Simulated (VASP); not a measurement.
Sn3Se, 4 atoms in the cell. Symmetry: Pm-3m, No. 221, cubic system. The conventional cell has a = 4.753 Å, b = 4.753 Å, c = 4.753 Å, α = 90.00°, β = 90.00°, γ = 90.00°. Sn (site symmetry 4/mmm) has 8 Sn at 3.36 Å and 4 Se at 3.36 Å within 4.4 Å. Within 4.4 Å of Se (site symmetry m-3m) lie 12 Sn at 3.36 Å. 

| Quantity | Value |
| --- | --- |
| Program | VASP 6.6.1 |
| Task | single point |
| Functional | PBE |
| Potentials or basis | VASP PAW PBE potentials, release 64 (Sn_d, Se) |
| Cutoff | 520 eV |
| k mesh | 10 × 10 × 10 |
| Occupations | gaussian, width 0.15 eV |
| Spin | no spin polarisation |
| Dipole correction | no |
| Further INCAR settings | ALGO = Normal; EDIFF = 1e-06; NBANDS = 32 |

Potentials or basis: VASP PAW PBE potentials, release 64 (Sn_d, Se).

Command:

```sh
$ cat potpaw_PBE.64/Sn_d/POTCAR potpaw_PBE.64/Se/POTCAR > POTCAR
$ mpirun -np 1 vasp_std > vasp.out
```

Hardware: 1 thread of Intel Xeon 8259CL, with other jobs on the host.

How long does it take, and how much memory?

Wall time 3.3 min on 1 thread of Intel Xeon 8259CL, with other jobs on the host, peak memory 0.31 GiB. Counts: scf iterations 13, k points 56.
